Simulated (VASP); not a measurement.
A run of VASP 6.6.1 is set up as follows.

File INCAR:

```
SYSTEM = Zn
  ALGO = Fast
  EDIFF = 1E-6
  ENCUT = 520
  ISIF = 2
  ISMEAR = 0
  LASPH = .True.
  LCHARG = .True.
  LELF = .True.
  LREAL = .False.
  LVHAR = .True.
  LWAVE = .False.
  NBANDS = 12
  NELM = 100
  PREC = Accurate
  SIGMA = 0.15
```

KPOINTS

```
k-points
0
Gamma
  22 22 22
  0 0 0
```

File POSCAR:

```
Zn
1.0
   -2.1653198899      1.6020918368      1.6020918368
    1.6020918368     -2.1653198899      1.6020918368
    1.6020918368      1.6020918368     -2.1653198899
Zn
1
Direct
    0.0000000000      0.0000000000      0.0000000000
```

Potentials or basis: VASP PAW LDA potentials, release 64 (Zn).

Launch:

```bash
$ cat potpaw_LDA.64/Zn/POTCAR > POTCAR
$ mpirun -np 1 vasp_std > vasp.out
```

Q: What does it give for the band gap on the k mesh?

A: Zero (band 6 reaches 7.09 eV, above the bottom of band 7 at -1.14 eV).

Q: What does it give for the pressure?

A: 75.9 GPa.

Stress tensor (GPa, compression positive):
```
75.85 82.04 82.04
82.04 75.85 82.04
82.04 82.04 75.85
```
